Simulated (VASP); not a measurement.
# Al (Fm-3m) in VASP: a series of runs

Al is run at these levels: PBEsol; tasks: single point.

All numbers are computed with VASP 6.6.1; they aren't measurements. Logs are shortened: lines on timing, memory, paths and dates and some standing lists are left out, and cuts for length are marked.

## 1. The cell of the first run

It takes space group Fm-3m (No. 225, cubic). The conventional cell has a = 3.939 Å, b = 3.939 Å, c = 3.939 Å, α = 90.00°, β = 90.00°, γ = 90.00°. Within 3.7 Å of Al (site symmetry m-3m) lie 12 Al at 2.79 Å.

## 2. Single point, PBEsol

INCAR reads:

```
PREC = Accurate
ENCUT = 520
EDIFF = 1E-6
ISMEAR = -1
SIGMA = 0.05
LREAL = F
LASPH = T
NELM = 100
ALGO = Normal
ISIF = 2
LWAVE = F
LCHARG = F
GGA = PS
NBANDS = 8
```

KPOINTS reads:

```
Automatic mesh
0
Gamma
  12 12 12
```

POSCAR reads:

```
Al
1.0
    0.0000000000      1.9693027183      1.9693027183
    1.9693027183      0.0000000000      1.9693027183
    1.9693027183      1.9693027183      0.0000000000
Al
1
Direct
    0.0000000000      0.0000000000      0.0000000000
```

Potentials or basis: VASP PAW PBE potentials, release 64 (Al).

Run with:

```sh
$ cat potpaw_PBE.64/Al/POTCAR > POTCAR
$ mpirun -np 1 vasp_std > vasp.out
```

OUTCAR:

```text
PREC = Accurate
   ENCUT = 520
   EDIFF = 1E-6
   ISMEAR = -1
   LREAL = F
   LASPH = T
   NELM = 100
   ISIF = 2
   GGA = PS

 ion  position               nearest neighbor table
   1  0.000  0.000  0.000-

  LATTYP: Found a face centered cubic cell.
 ALAT       =     3.9386054366

  Lattice vectors:

 A1 = (   0.0000000000,   1.9693027183,   1.9693027183)
 A2 = (   1.9693027183,   0.0000000000,   1.9693027183)
 A3 = (   1.9693027183,   1.9693027183,   0.0000000000)

Analysis of symmetry for initial positions (statically):
=====================================================================
 Subroutine PRICEL returns:
 Original cell was already a primitive cell.

 Routine SETGRP: Setting up the symmetry group for a
 face centered cubic supercell.

 Subroutine GETGRP returns: Found 48 space group operations
 (whereof 48 operations were pure point group operations)
 out of a pool of 48 trial point group operations.

The static configuration has the point symmetry O_h .

Analysis of symmetry for dynamics (positions and initial velocities):
=====================================================================
 Subroutine PRICEL returns:
 Original cell was already a primitive cell.

 Routine SETGRP: Setting up the symmetry group for a
 face centered cubic supercell.

 Subroutine GETGRP returns: Found 48 space group operations
 (whereof 48 operations were pure point group operations)
 out of a pool of 48 trial point group operations.

The dynamic configuration has the point symmetry O_h .

 Subroutine INISYM returns: Found 48 space group operations
 (whereof 48 operations are pure point group operations),
 and found     1 'primitive' translations

----------------------------------------------------------------------------------------

                                     Primitive cell

  volume of cell :      15.2745

  direct lattice vectors                    reciprocal lattice vectors
     0.000000000  1.969302718  1.969302718    -0.253896973  0.253896973  0.253896973
     1.969302718  0.000000000  1.969302718     0.253896973 -0.253896973  0.253896973
     1.969302718  1.969302718  0.000000000     0.253896973  0.253896973 -0.253896973

  length of vectors
     2.785014613  2.785014613  2.785014613     0.439762458  0.439762458  0.439762458

  position of ions in fractional coordinates (direct lattice)
     0.000000000  0.000000000  0.000000000

  ion indices of the primitive-cell ions
   primitive index   ion index
                 1           1

----------------------------------------------------------------------------------------

 KPOINTS: Automatic mesh

Automatic generation of k-mesh.
 Grid dimensions read from file:
 generate k-points for:   12   12   12

 Generating k-lattice:

  Cartesian coordinates                     Fractional coordinates (reciprocal lattice)
    -0.021158081  0.021158081  0.021158081     0.083333333  0.000000000  0.000000000
     0.021158081 -0.021158081  0.021158081     0.000000000  0.083333333  0.000000000
     0.021158081  0.021158081 -0.021158081     0.000000000  0.000000000  0.083333333

  Length of vectors
     0.036646871  0.036646871  0.036646871

  Shift w.r.t. Gamma in fractional coordinates (k-lattice)
     0.000000000  0.000000000  0.000000000

 Subroutine IBZKPT returns following result:
 ===========================================

 Found     72 irreducible k-points:

 Following reciprocal coordinates:
            Coordinates               Weight
  0.000000  0.000000  0.000000      1.000000
  0.083333  0.000000  0.000000      8.000000
  0.166667  0.000000  0.000000      8.000000
  0.250000  0.000000  0.000000      8.000000
  0.333333  0.000000  0.000000      8.000000
  0.416667  0.000000  0.000000      8.000000
[... 16 lines left out ...]
  0.500000  0.166667  0.000000     24.000000
 -0.416667  0.166667  0.000000     24.000000
 [... further k-points ...]
   k-points           NKPTS =     72   k-points in BZ     NKDIM =     72   number of bands    NBANDS=      8
   number of dos      NEDOS =    301   number of ions     NIONS =      1
   total plane-waves  NPLWV =  13824
   dimension x,y,z NGX =    24 NGY =   24 NGZ =   24
   dimension x,y,z NGXF=    48 NGYF=   48 NGZF=   48
   ions per type =               1
   NGX,Y,Z   is equivalent  to a cutoff of  14.33, 14.33, 14.33 a.u.
   NGXF,Y,Z  is equivalent  to a cutoff of  28.65, 28.65, 28.65 a.u.
 SYSTEM =  unknown system
   PREC   = accura    normal or accurate (medium, high low for compatibility)
   ISTART =      0    job   : 0-new  1-cont  2-samecut
   ICHARG =      2    charge: 1-file 2-atom 10-const
   ISPIN  =      1    spin polarized calculation?
   LNONCOLLINEAR =      F non collinear calculations
   LSORBIT =      F    spin-orbit coupling
   LASPH  =      T    aspherical Exc in radial PAW
   ENCUT  =  520.0 eV  38.22 Ry    6.18 a.u.   5.18  5.18  5.18*2*pi/ulx,y,z
   NELM   =    100;   NELMIN=  2; NELMDL= -5     # of ELM steps
   EDIFF  = 0.1E-05   stopping-criterion for ELM
   LREAL  =      F    real-space projection
   EDIFFG = 0.1E-04   stopping-criterion for IOM
   NSW    =      0    number of steps for IOM
   IBRION =     -1    ionic relax: 0-MD 1-quasi-New 2-CG
   NFREE  =      0    steps in history (QN), initial steepest desc. (CG)
   ISIF   =      2    stress and relaxation
   ISYM   =      2    0-nonsym 1-usesym 2-fastsym
   POTIM  = 0.5000    time-step for ionic-motion
   TEBEG  =    0.0;   TEEND  =   0.0 temperature during run
   PSTRESS=    0.0 pullay stress
   NELECT =       3.0000    total number of electrons
   NUPDOWN=      -1.0000    fix difference up-down
   EMIN   =  10.00;   EMAX   =-10.00  energy-range for DOS
   EFERMI =   0.00;   METHOD = LEGACY
   ISMEAR =    -1;   SIGMA  =   0.05  broadening in eV -4-tet -1-fermi 0-gaus
   EFERMI_NEDOS =   21; number of points for ismear=-14 and -15
   IALGO  =     38    algorithm
   IMIX   =      4    mixing-type and parameters
     AMIX     =   0.40;   BMIX     =  1.00
     AMIX_MAG =   1.60;   BMIX_MAG =  1.00
  volume/ion in A,a.u.               =      15.27       103.08
  Fermi-wavevector in a.u.,A,eV,Ry     =   0.951611  1.798284 12.320938  0.905563
  Thomas-Fermi vector in A             =   2.080097
   LORBIT       =      0    0 simple, 1 ext, 2 COOP (PROOUT), +10 PAW based schemes
   GGA     = PS    functional components
   LHFCALC =     F    Hartree Fock is set to
   AEXX    =    0.0000 exact exchange contribution
   IVDW    =     0    specifies the selected vdW correction
   LEPSILON=     F    determine dielectric tensor
   LRPA    =     F    only Hartree local field effects (RPA)
 non-spin polarized calculation
  energy-cutoff  :      520.00
  volume of cell :       15.27
 maximum number of plane-waves:       424
 NGX is ok and might be reduce to    24
   NGX = 11   NGY = 11   NGZ = 11

 number of electron       3.0000000 magnetization

 Free energy of the ion-electron system (eV)
  ---------------------------------------------------
  ext. energy  EPLUGINS =         0.00000000
  ---------------------------------------------------
  free energy    TOTEN  =        -4.08431076 eV

  energy without entropy =       -4.08027835  energy(sigma->0) =       -4.08229455

 E-fermi :   8.6489     XC(G=0): -10.5411

 val. band max:        8.6225575883   @ k =  -0.3333   0.4167   0.0833
 cond. band min:       8.6876846470   @ k =  -0.4167   0.4167   0.0833
 fundamental gap:      0.0651270587
 Fermi energy:         8.6488800881

 k-point     1 :       0.0000    0.0000    0.0000
  band No.  band energies     occupation
      1      -2.8960      2.00000
      2      21.8065      0.00000
      3      21.8065      0.00000
      4      21.8065      0.00000
      5      23.9025      0.00000
      6      23.9025      0.00000
      7      23.9025      0.00000
      8      25.8358      0.00000

 k-point     2 :       0.0833    0.0000    0.0000
  band No.  band energies     occupation
      1      -2.6975      2.00000
      2      19.2022      0.00000
      3      21.3298      0.00000
      4      21.3298      0.00000
      5      24.3973      0.00000
      6      24.6931      0.00000
      7      24.6931      0.00000
      8      27.8077      0.00000

 k-point     3 :       0.1667    0.0000    0.0000
  band No.  band energies     occupation
      1      -2.1036      2.00000
      2      15.7081      0.00000
      3      20.6638      0.00000
      4      20.6638      0.00000
      5      24.1372      0.00000
      6      25.7625      0.00000
      7      25.7625      0.00000
      8      26.7363      0.00000

 k-point     4 :       0.2500    0.0000    0.0000
  band No.  band energies     occupation
      1      -1.1200      2.00000
      2      12.3688      0.00000
      3      20.2265      0.00000
      4      20.2265      0.00000
      5      23.8612      0.00000
      6      24.2709      0.00000
      7      24.2709      0.00000
      8      28.4753      0.00000

 k-point     5 :       0.3333    0.0000    0.0000
  band No.  band energies     occupation
      1       0.2447      2.00000
      2       9.2964      0.00000
      3      20.0860      0.00000
      4      20.0860      0.00000
      5      22.8134      0.00000
      6      22.8134      0.00000
      7      23.8087      0.00000
      8      27.0046      0.00000
[... 177 lines left out ...]
 k-point    22 :       0.4167    0.1667    0.0000
  band No.  band energies     occupation
      1       1.4660      2.00000
      2       8.9706      0.00321
      3      16.3884      0.00000
      4      17.1275      0.00000
      5      18.9447      0.00000
      6      26.4686      0.00000
      7      26.5503      0.00000
      8      29.6328      0.00000

 k-point    23 :       0.5000    0.1667    0.0000
  band No.  band energies     occupation
      1       3.3025      2.00000
      2       6.3439      2.00000
      3      15.2942      0.00000
      4      17.4132      0.00000
      5      19.2852      0.00000
      6      25.5311      0.00000
      7      28.1214      0.00000
      8      29.9613      0.00000

 k-point    24 :      -0.4167    0.1667    0.0000
  band No.  band energies     occupation
      1       3.9824      2.00000
      2       5.5469      2.00000
      3      14.5445      0.00000
      4      18.0341      0.00000
      5      19.9774      0.00000
      6      24.8089      0.00000
      7      27.7537      0.00000
      8      30.6962      0.00000

 [... further k-points ...]
[... 5 lines left out ...]
  --------------------------------------------------------------------------------------
  -------------------------------------------------------------------------------------
  Total        0.5464466      0.5464466      0.5464466      0.0000000     -0.0000000     -0.0000000
  in kB       57.3179762     57.3179762     57.3179762      0.0000000     -0.0000000     -0.0000000
  external PRESSURE =      57.3179762 kB  Pullay stress =       0.0000000 kB

 VOLUME and BASIS-vectors are now :
 -----------------------------------------------------------------------------
  energy-cutoff  :      520.00
  volume of cell :       15.27
      direct lattice vectors                 reciprocal lattice vectors
     0.000000000  1.969302718  1.969302718    -0.253896973  0.253896973  0.253896973
     1.969302718  0.000000000  1.969302718     0.253896973 -0.253896973  0.253896973
     1.969302718  1.969302718  0.000000000     0.253896973  0.253896973 -0.253896973

 POSITION                                       TOTAL-FORCE (eV/Angst)
 -----------------------------------------------------------------------------------
      0.00000      0.00000      0.00000         0.000000      0.000000      0.000000
 -----------------------------------------------------------------------------------
    total drift:                               -0.000000      0.000000      0.000000

  FREE ENERGIE OF THE ION-ELECTRON SYSTEM (eV)
  ---------------------------------------------------
  free  energy   TOTEN  =        -4.0843107560 eV

  energy  without entropy=       -4.0802783463  energy(sigma->0) =       -4.08229455
```

It took 20 s on 1 thread of AMD EPYC 7R13, shared host; peak memory 0.1 GiB.

What came out:

* Free energy: -4.0843 eV
* Pressure: 5.7 GPa

Levels at points of the mesh, in eV from the Fermi level:
```
           k point  band 1  band 2  band 3  band 4  band 5
(0.00, 0.00, 0.00)  -11.54   13.16   13.16   13.16   15.25
(0.50, 0.00, 0.00)   -4.78   -4.35   11.92   11.92   12.37
(0.50, 0.50, 0.00)   -2.98   -1.51    5.40    6.09    6.09
```

Caveat: the PAW data sets were made with another functional, which shifts forces and pressure a little.

## 3. Single point, PBEsol

This run uses another cell than the first one, of 15.94 Å³/atom, 1.043 times its volume.

INCAR reads:

```
PREC = Accurate ; ENCUT = 520
EDIFF = 1E-7 ; ISMEAR = -1
SIGMA = 0.05 ; LREAL = False
LASPH = True ; NELM = 60
ALGO = Normal ; ISIF = 2
LWAVE = False ; LCHARG = False
GGA = PS ; NBANDS = 8
```

KPOINTS reads:

```
regular mesh
0
Gamma
  12 12 12
```

POSCAR reads:

```
Al
1.0
    0.0000000000      1.9974394157      1.9974394157
    1.9974394157      0.0000000000      1.9974394157
    1.9974394157      1.9974394157      0.0000000000
Al
1
Direct
    0.0000000000      0.0000000000      0.0000000000
```

Potentials or basis: VASP PAW PBE potentials, release 64 (Al).

Run with:

```sh
$ cat potpaw_PBE.64/Al/POTCAR > POTCAR
$ mpirun -np 1 vasp_std > vasp.out
```

Wall time 25 s (1 thread of AMD EPYC 7R13, shared host); peak memory 0.1 GiB.

Results (log left out):

```yaml
Free_energy: -4.0993 eV
Pressure: 1.6 GPa
```

Levels at points of the mesh, in eV from the Fermi level:
| k point | band 1 | band 2 | band 3 | band 4 | band 5 |
| --- | --- | --- | --- | --- | --- |
| (0.00, 0.00, 0.00) | -11.24 | 12.92 | 12.92 | 12.92 | 14.68 |
| (0.50, 0.00, 0.00) | -4.60 | -4.29 | 11.73 | 11.73 | 11.90 |
| (0.50, 0.50, 0.00) | -2.87 | -1.49 | 5.39 | 5.88 | 5.88 |

Caveat: the PAW data sets were made with another functional, which shifts forces and pressure a little.

(Continued in part 2 of 2.)
